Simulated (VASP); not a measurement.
Runs of VASP 6.6.1 on Si. The structure is that of space group Pm-3m (No. 221), or close to it. The cells are those of the table. 

| task | cell | k mesh | cutoff (eV) | gap on the mesh (eV) | pressure (GPa) |
| --- | --- | --- | --- | --- | --- |
| single point | a = 2.576 Å, 1 atom | 14 × 14 × 14 | 520 | none | (a) |
| single point | a = 2.406 Å, 1 atom | 14 × 14 × 14 | 520 | none | (b) |
| single point | a = 2.442 Å, 1 atom | 14 × 14 × 14 | 520 | none | 11.7 |
| single point | a = 2.607 Å, 1 atom | 14 × 14 × 14 | 520 | none | -9.2 |
| single point | a = 2.511 Å, 1 atom | 20 × 20 × 20 | 520 | none | 0.3 |
| single point | a = 2.511 Å, 1 atom | 14 × 14 × 14 | 520 | none | 0.6 |
| single point | a = 2.511 Å, 1 atom | 12 × 12 × 12 | 520 | none | 0.2 |
| relaxation of cell and atoms | relaxed from a = 2.531 Å, 1 atom | 12 × 12 × 12 | 600 | none | 0.0 |
| single point | a = 2.477 Å, 1 atom | 14 × 14 × 14 | 520 | none | (c) |
| single point | a = 2.544 Å, 1 atom | 14 × 14 × 14 | 520 | none | -3.4 |

Alike in all rows: level PBEsol; potentials or basis VASP PAW PBE potentials, release 64 (Si); no spin polarisation; smearing fermi-dirac 0.1 eV.

Question: Estimate the missing entries.

Answer: (a) -6.7; (b) 19.2; (c) 5.6.

Caveats: the PAW data sets were made with another functional, which shifts forces and pressure a little.

A gap of «none» marks levels without a gap at the run's occupations.
